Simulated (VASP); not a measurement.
# K (P6/mmm) in VASP: single point with PBE

Aim: the single point of K with PBE.

Program: VASP 6.6.1. These are calculated values, not measurements. Logs are shortened: lines on timing, memory, paths and dates and some standing lists are left out, and cuts for length are marked.

**1. The cell of the first run**

Symmetry: P6/mmm, No. 191, hexagonal system. The conventional cell has a = 6.717 Å, b = 6.717 Å, c = 3.969 Å, α = 90.00°, β = 90.00°, γ = 120.00°. Within 5.2 Å of K (site symmetry 6/mmm) lie 14 K at 3.97 to 4.36 Å. K (site symmetry -6m2) has 11 K at 3.88 to 4.36 Å within 5.1 Å.

This isn't the form of K at room conditions, which is bcc.

**2. Single point, PBE**

File INCAR:

```
SYSTEM = K
PREC     = Accurate       ! precision mode
ENCUT    = 520            ! plane-wave cutoff, eV
EDIFF    = 1E-6           ! SCF threshold, eV
ISMEAR   = -1             ! smearing method
SIGMA    = 0.05           ! smearing width, eV
LREAL    = .FALSE.        ! projectors in reciprocal space
LASPH    = .TRUE.         ! aspherical terms in the spheres
NELM     = 100            ! most SCF steps
ALGO     = Normal         ! electronic algorithm
ISIF     = 2              ! what is computed and relaxed
LWAVE    = .FALSE.        ! write WAVECAR
LCHARG   = .TRUE.         ! write CHGCAR
GGA      = PE             ! functional
LELF     = .TRUE.         ! ELF
LVHAR    = .TRUE.       
NBANDS   = 20             ! bands
```

File KPOINTS:

```
regular mesh
0
G
  6 6 8
  0 0 0
```

File POSCAR:

```
K
1.0
    6.7166818367      0.0000000000      0.0000000000
   -3.3583409184      5.8168170998      0.0000000000
    0.0000000000      0.0000000000      3.9693759804
K
3
Direct
    0.0000000000      0.0000000000      0.0000000000
    0.3333333333      0.6666666667      0.5000000000
    0.6666666667      0.3333333333      0.5000000000
```

Potentials or basis: VASP PAW PBE potentials, release 64 (K_sv).

On the command line:

```bash
$ cat potpaw_PBE.64/K_sv/POTCAR > POTCAR
$ mpirun -np 1 vasp_std > vasp.out
```

OUTCAR:

```text
SYSTEM = K
   PREC = Accurate
   ENCUT = 520
   EDIFF = 1E-6
   ISMEAR = -1
   LREAL = .FALSE.
   LASPH = .TRUE.
   NELM = 100
   ISIF = 2
   GGA = PE

 ion  position               nearest neighbor table
   1  0.000  0.000  0.000-
   2  0.333  0.667  0.500-
   3  0.667  0.333  0.500-

  LATTYP: Found a hexagonal cell.
 ALAT       =     6.7166818367
 C/A-ratio  =     0.5909727566

  Lattice vectors:

 A1 = (   6.7166818367,   0.0000000000,   0.0000000000)
 A2 = (  -3.3583409184,   5.8168170998,   0.0000000000)
 A3 = (   0.0000000000,   0.0000000000,   3.9693759804)

Analysis of symmetry for initial positions (statically):
=====================================================================
 Subroutine PRICEL returns:
 Original cell was already a primitive cell.

 Routine SETGRP: Setting up the symmetry group for a
 hexagonal supercell.

 Subroutine GETGRP returns: Found 24 space group operations
 (whereof 24 operations were pure point group operations)
 out of a pool of 24 trial point group operations.

The static configuration has the point symmetry D_6h.

Analysis of symmetry for dynamics (positions and initial velocities):
=====================================================================
 Subroutine PRICEL returns:
 Original cell was already a primitive cell.

 Routine SETGRP: Setting up the symmetry group for a
 hexagonal supercell.

 Subroutine GETGRP returns: Found 24 space group operations
 (whereof 24 operations were pure point group operations)
 out of a pool of 24 trial point group operations.

The dynamic configuration has the point symmetry D_6h.

 Subroutine INISYM returns: Found 24 space group operations
 (whereof 24 operations are pure point group operations),
 and found     1 'primitive' translations

----------------------------------------------------------------------------------------

                                     Primitive cell

  volume of cell :     155.0824

  direct lattice vectors                    reciprocal lattice vectors
     6.716681837  0.000000000  0.000000000     0.148883038  0.085957662  0.000000000
    -3.358340918  5.816817100  0.000000000     0.000000000  0.171915325  0.000000000
     0.000000000  0.000000000  3.969375980     0.000000000  0.000000000  0.251928768

  length of vectors
     6.716681837  6.716681837  3.969375980     0.171915325  0.171915325  0.251928768

  position of ions in fractional coordinates (direct lattice)
     0.000000000  0.000000000  0.000000000
     0.333333333  0.666666667  0.500000000
     0.666666667  0.333333333  0.500000000

  ion indices of the primitive-cell ions
   primitive index   ion index
                 1           1
                 2           2
                 3           3

----------------------------------------------------------------------------------------

 KPOINTS: regular mesh

Automatic generation of k-mesh.
 Grid dimensions read from file:
 generate k-points for:    6    6    8

 Generating k-lattice:

  Cartesian coordinates                     Fractional coordinates (reciprocal lattice)
     0.024813840  0.014326277  0.000000000     0.166666667  0.000000000  0.000000000
     0.000000000  0.028652554  0.000000000     0.000000000  0.166666667  0.000000000
     0.000000000  0.000000000  0.031491096     0.000000000  0.000000000  0.125000000

  Length of vectors
     0.028652554  0.028652554  0.031491096

  Shift w.r.t. Gamma in fractional coordinates (k-lattice)
     0.000000000  0.000000000  0.000000000

 Subroutine IBZKPT returns following result:
 ===========================================

 Found     35 irreducible k-points:

 Following reciprocal coordinates:
            Coordinates               Weight
  0.000000  0.000000  0.000000      1.000000
  0.166667  0.000000  0.000000      6.000000
  0.333333  0.000000  0.000000      6.000000
  0.500000  0.000000  0.000000      3.000000
  0.166667  0.166667  0.000000      6.000000
  0.333333  0.166667  0.000000     12.000000
[... 16 lines left out ...]
  0.166667  0.000000  0.375000     12.000000
  0.333333  0.000000  0.375000     12.000000
 [... further k-points ...]
   k-points           NKPTS =     35   k-points in BZ     NKDIM =     35   number of bands    NBANDS=     20
   number of dos      NEDOS =    301   number of ions     NIONS =      3
   total plane-waves  NPLWV =  75000
   dimension x,y,z NGX =    50 NGY =   50 NGZ =   30
   dimension x,y,z NGXF=   100 NGYF=  100 NGZF=   60
   ions per type =               3
   NGX,Y,Z   is equivalent  to a cutoff of  12.38, 12.38, 12.56 a.u.
   NGXF,Y,Z  is equivalent  to a cutoff of  24.75, 24.75, 25.13 a.u.
 SYSTEM =  K
   PREC   = accura    normal or accurate (medium, high low for compatibility)
   ISTART =      0    job   : 0-new  1-cont  2-samecut
   ICHARG =      2    charge: 1-file 2-atom 10-const
   ISPIN  =      1    spin polarized calculation?
   LNONCOLLINEAR =      F non collinear calculations
   LSORBIT =      F    spin-orbit coupling
   LASPH  =      T    aspherical Exc in radial PAW
   ENCUT  =  520.0 eV  38.22 Ry    6.18 a.u.  12.49 12.49  7.38*2*pi/ulx,y,z
   NELM   =    100;   NELMIN=  2; NELMDL= -5     # of ELM steps
   EDIFF  = 0.1E-05   stopping-criterion for ELM
   LREAL  =      F    real-space projection
   EDIFFG = 0.1E-04   stopping-criterion for IOM
   NSW    =      0    number of steps for IOM
   IBRION =     -1    ionic relax: 0-MD 1-quasi-New 2-CG
   NFREE  =      0    steps in history (QN), initial steepest desc. (CG)
   ISIF   =      2    stress and relaxation
   ISYM   =      2    0-nonsym 1-usesym 2-fastsym
   POTIM  = 0.5000    time-step for ionic-motion
   TEBEG  =    0.0;   TEEND  =   0.0 temperature during run
   PSTRESS=    0.0 pullay stress
   NELECT =      27.0000    total number of electrons
   NUPDOWN=      -1.0000    fix difference up-down
   EMIN   =  10.00;   EMAX   =-10.00  energy-range for DOS
   EFERMI =   0.00;   METHOD = LEGACY
   ISMEAR =    -1;   SIGMA  =   0.05  broadening in eV -4-tet -1-fermi 0-gaus
   EFERMI_NEDOS =   21; number of points for ismear=-14 and -15
   IALGO  =     38    algorithm
   IMIX   =      4    mixing-type and parameters
     AMIX     =   0.40;   BMIX     =  1.00
     AMIX_MAG =   1.60;   BMIX_MAG =  1.00
  volume/ion in A,a.u.               =      51.69       348.85
  Fermi-wavevector in a.u.,A,eV,Ry     =   0.914131  1.727458 11.369520  0.835636
  Thomas-Fermi vector in A             =   2.038723
   LORBIT       =      0    0 simple, 1 ext, 2 COOP (PROOUT), +10 PAW based schemes
   GGA     = PE    functional components
   LHFCALC =     F    Hartree Fock is set to
   AEXX    =    0.0000 exact exchange contribution
   IVDW    =     0    specifies the selected vdW correction
   LEPSILON=     F    determine dielectric tensor
   LRPA    =     F    only Hartree local field effects (RPA)
 non-spin polarized calculation
  energy-cutoff  :      520.00
  volume of cell :      155.08
 maximum number of plane-waves:      4203
 NGX is ok and might be reduce to    50
   NGX = 25   NGY = 25   NGZ = 15

 number of electron      26.9999997 magnetization

 Free energy of the ion-electron system (eV)
  ---------------------------------------------------
  ext. energy  EPLUGINS =         0.00000000
  ---------------------------------------------------
  free energy    TOTEN  =        -2.72314867 eV

  energy without entropy =       -2.70638054  energy(sigma->0) =       -2.71476460

 E-fermi :   0.8540     XC(G=0):  -6.5813

 val. band max:        0.8534534317   @ k =   0.1667   0.1667   0.0000
 cond. band min:       0.9492523600   @ k =   0.3333   0.3333   0.3750
 fundamental gap:      0.0957989283
 Fermi energy:         0.8540012137

 k-point     1 :       0.0000    0.0000    0.0000
  band No.  band energies     occupation
      1     -31.2535      2.00000
      2     -31.2291      2.00000
      3     -31.0975      2.00000
      4     -14.8303      2.00000
      5     -14.8303      2.00000
      6     -14.7099      2.00000
[... 12 lines left out ...]
     19       2.9275      0.00000
     20       4.9624      0.00000

 k-point     2 :       0.1667    0.0000    0.0000
  band No.  band energies     occupation
      1     -31.2520      2.00000
      2     -31.2305      2.00000
      3     -31.0976      2.00000
      4     -14.8395      2.00000
      5     -14.8284      2.00000
      6     -14.7021      2.00000
[... 12 lines left out ...]
     19       3.4982      0.00000
     20       4.9390      0.00000

 k-point     3 :       0.3333    0.0000    0.0000
  band No.  band energies     occupation
      1     -31.2482      2.00000
      2     -31.2342      2.00000
      3     -31.0978      2.00000
      4     -14.8546      2.00000
      5     -14.8137      2.00000
      6     -14.7067      2.00000
[... 12 lines left out ...]
     19       4.0870      0.00000
     20       4.4942      0.00000

 k-point     4 :       0.5000    0.0000    0.0000
  band No.  band energies     occupation
      1     -31.2451      2.00000
      2     -31.2371      2.00000
      3     -31.0979      2.00000
      4     -14.8611      2.00000
      5     -14.7959      2.00000
      6     -14.7258      2.00000
[... 12 lines left out ...]
     19       4.0244      0.00000
     20       4.0994      0.00000

 k-point     5 :       0.1667    0.1667    0.0000
  band No.  band energies     occupation
      1     -31.2493      2.00000
      2     -31.2331      2.00000
      3     -31.0978      2.00000
      4     -14.8481      2.00000
      5     -14.8220      2.00000
      6     -14.7043      2.00000
[... 12 lines left out ...]
     19       3.9802      0.00000
     20       4.6402      0.00000
[... 353 lines left out ...]
      6     -14.7592      2.00000
[... 12 lines left out ...]
     19       3.7504      0.00000
     20       3.7504      0.00000

 k-point    22 :       0.0000    0.0000    0.3750
  band No.  band energies     occupation
      1     -31.2427      2.00000
      2     -31.2192      2.00000
      3     -31.0875      2.00000
      4     -14.8236      2.00000
      5     -14.8091      2.00000
      6     -14.8091      2.00000
[... 12 lines left out ...]
     19       4.2822      0.00000
     20       4.2822      0.00000

 k-point    23 :       0.1667    0.0000    0.3750
  band No.  band energies     occupation
      1     -31.2413      2.00000
      2     -31.2206      2.00000
      3     -31.0875      2.00000
      4     -14.8230      2.00000
      5     -14.8134      2.00000
      6     -14.8038      2.00000
[... 12 lines left out ...]
     19       4.0248      0.00000
     20       4.2570      0.00000

 k-point    24 :       0.3333    0.0000    0.3750
  band No.  band energies     occupation
      1     -31.2377      2.00000
      2     -31.2242      2.00000
      3     -31.0876      2.00000
      4     -14.8212      2.00000
      5     -14.8201      2.00000
      6     -14.7967      2.00000
[... 12 lines left out ...]
     19       3.4140      0.00000
     20       4.2624      0.00000

 [... further k-points ...]
[... 5 lines left out ...]
  --------------------------------------------------------------------------------------
  -------------------------------------------------------------------------------------
  Total        2.4065034      2.4065034      2.4043380     -0.0000000      0.0000000      0.0000000
  in kB       24.8619182     24.8619182     24.8395472     -0.0000000      0.0000000      0.0000000
  external PRESSURE =      24.8544612 kB  Pullay stress =       0.0000000 kB

 VOLUME and BASIS-vectors are now :
 -----------------------------------------------------------------------------
  energy-cutoff  :      520.00
  volume of cell :      155.08
      direct lattice vectors                 reciprocal lattice vectors
     6.716681837  0.000000000  0.000000000     0.148883038  0.085957662  0.000000000
    -3.358340918  5.816817100  0.000000000     0.000000000  0.171915325  0.000000000
     0.000000000  0.000000000  3.969375980     0.000000000  0.000000000  0.251928768

 POSITION                                       TOTAL-FORCE (eV/Angst)
 -----------------------------------------------------------------------------------
      0.00000      0.00000      0.00000        -0.000000     -0.000000      0.000000
     -0.00000      3.87788      1.98469        -0.000000      0.000000      0.000000
      3.35834      1.93894      1.98469         0.000000     -0.000000      0.000000
 -----------------------------------------------------------------------------------
    total drift:                                0.000000     -0.000000      0.000000

  FREE ENERGIE OF THE ION-ELECTRON SYSTEM (eV)
  ---------------------------------------------------
  free  energy   TOTEN  =        -2.7231486691 eV

  energy  without entropy=       -2.7063805391  energy(sigma->0) =       -2.71476460
```

It took 81 s on 1 thread of Intel Xeon Platinum 8259CL at 2.50GHz (Skylake/Cascade Lake), shared host; peak memory 0.28 GiB.

What came out:

```yaml
Free_energy: -2.7231 eV
Pressure: 2.5 GPa
Band_gap_on_the_k_mesh: zero (an odd number of electrons rules out a gap without spin polarisation)
```

The gap in the log of VASP goes by the Fermi energy; the results here count the filled bands.